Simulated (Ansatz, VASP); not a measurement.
## Two plane-wave programs on P

```
CELL_PARAMETERS angstrom
3.23447 0.00000 0.00000
0.00000 34.33418 0.00000
0.00000 0.00000 4.77105
ATOMIC_POSITIONS crystal
P 0.00000 0.97026 0.59215
P 0.00000 0.02974 0.40785
P 0.50000 0.02974 0.09215
P 0.50000 0.97026 0.90785
```

Change from the starting cell: strain -0.015 along x and y, +0.030 along z, atoms carried along.

Alike in both runs: task single point; functional PBEsol; k mesh 8 × 1 × 6; occupations gaussian, width 0.05 eV; no spin polarisation.

|  | VASP | Ansatz |
| --- | --- | --- |
| version | VASP 6.6.1 | Ansatz 0.2.0 |
| potentials or method | VASP PAW PBE potentials, release 64 (P), cutoff 520 eV | scalar-relativistic, plane waves, PAW |
| valence electrons in the cell | 20 | 20 |

```csv
,VASP,Ansatz,Ansatz less VASP
gap on the k mesh at the Fermi level (eV),1.13,1.10,-0.028
least direct gap on the mesh (eV),1.13,1.12,-0.018
rms of the force components (eV/Å),0.168,0.172,+0.0045
```

VASP's potentials were made for PBE, not for PBEsol. Atom by atom the forces differ by 0.011 eV/Å (rms over components).
